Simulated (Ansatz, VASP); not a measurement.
Cu: VASP beside Ansatz

Contents of POSCAR:

```
Cu
1.0
    0.0000000000      1.7881324402      1.7881324402
    1.7881324402      0.0000000000      1.7881324402
    1.7881324402      1.7881324402      0.0000000000
Cu
1
Direct
    0.0000000000      0.0000000000      0.0000000000
```

Contents of INCAR.step1:

```
SYSTEM = Cu
PREC = Accurate ; ENCUT = 520
ISMEAR = 1 ; SIGMA = 1.0
LREAL = .FALSE. ; LASPH = .TRUE.
NELM = 80 ; NBANDS = 12
GGA = PE ; ALGO = Normal
EDIFF = 1E-4 ; LWAVE = .TRUE.
LCHARG = .FALSE.
```

INCAR.step2

```
SYSTEM = Cu
PREC = Accurate ; ENCUT = 520
EDIFF = 1E-6 ; ISMEAR = 1
SIGMA = 1.0 ; LREAL = .FALSE.
LASPH = .TRUE. ; NELM = 80
ALGO = Normal ; ISIF = 2
LWAVE = .FALSE. ; LCHARG = .FALSE.
METAGGA = R2SCAN ; LMIXTAU = .TRUE.
NBANDS = 12 ; ISTART = 1
```

The input KPOINTS:

```
regular mesh
0
G
  15 15 15
  0 0 0
```

Input for Ansatz:

```yaml
crystal:
  lattice:
    - [0.0, 1.7881324402, 1.7881324402]
    - [1.7881324402, 0.0, 1.7881324402]
    - [1.7881324402, 1.7881324402, 0.0]
  atoms:
    - { symbol: Cu, position: [0.0, 0.0, 0.0] }
hamiltonian:
  xc: r2scan
  pseudopotentials:
    kind: paw
    azcp:
      Cu: "pseudopotentials/Cu.paw.azcp"
basis:
  ecutwfc: 500
  fft_grid_basis: typed
kpoints:
  mp_grid: { grid: [15, 15, 15], shift: [0, 0, 0] }
magnetization:
  spin_polarized: false
scf:
  occupations: { method: cold, width: 1.0 }
  lower_state_search: "off"
output:
  stress: true
```

Alike in both runs: task single point; functional r2SCAN; k mesh 15 × 15 × 15; no spin polarisation.

```csv
,VASP,Ansatz
version,VASP 6.6.1,Ansatz 0.2.0
potentials or method,"VASP PAW PBE potentials, release 64 (Cu), cutoff 520 eV","plane waves (500 eV) with PAW, scalar-relativistic"
occupations,"methfessel-paxton of order 1, width 1 eV","cold, width 1 eV"
valence electrons in the cell,11,19
```

```csv
,VASP,Ansatz,Ansatz less VASP
pressure (GPa),-0.2,-6.4,-6.26
```

VASP's potentials were made for PBE, not for r2SCAN. VASP's potentials hold 11 valence electrons a cell and Ansatz's 19, so a difference there can come from the potentials and not from the codes.
